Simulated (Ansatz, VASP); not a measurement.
One calculation of Sb, two programs

```xyz
3
Lattice="5.5068 0.0000 0.0000 -2.7534 4.7690 0.0000 0.0000 0.0000 3.2832" Properties=species:S:1:pos:R:3 pbc="T T T"
Sb    0.0000    0.0000    3.2832
Sb    0.0000    3.1793    1.6416
Sb    2.7534    1.5897    1.6416
```

Alike in both runs: task single point; functional PBE; k mesh 9 × 9 × 13; occupations fermi-dirac, width 0.1 eV; no spin polarisation.

|  | VASP | Ansatz |
| --- | --- | --- |
| version | VASP 6.6.1 | Ansatz 0.2.0 |
| potentials or method | VASP PAW PBE potentials, release 64 (Sb), cutoff 520 eV | plane waves (420 eV) with PAW, scalar-relativistic |
| valence electrons in the cell | 15 | 45 |

Ansatz gave:

```
pressure (GPa) : -2.2
```

Estimate VASP's values.

pressure (GPa): -2.4.

The functional is the same, so the differences come from potentials, cutoffs and numerics. VASP's potentials hold 15 valence electrons a cell and Ansatz's 45, so a difference there can come from the potentials and not from the codes.

Neither program's run includes spin-orbit coupling.
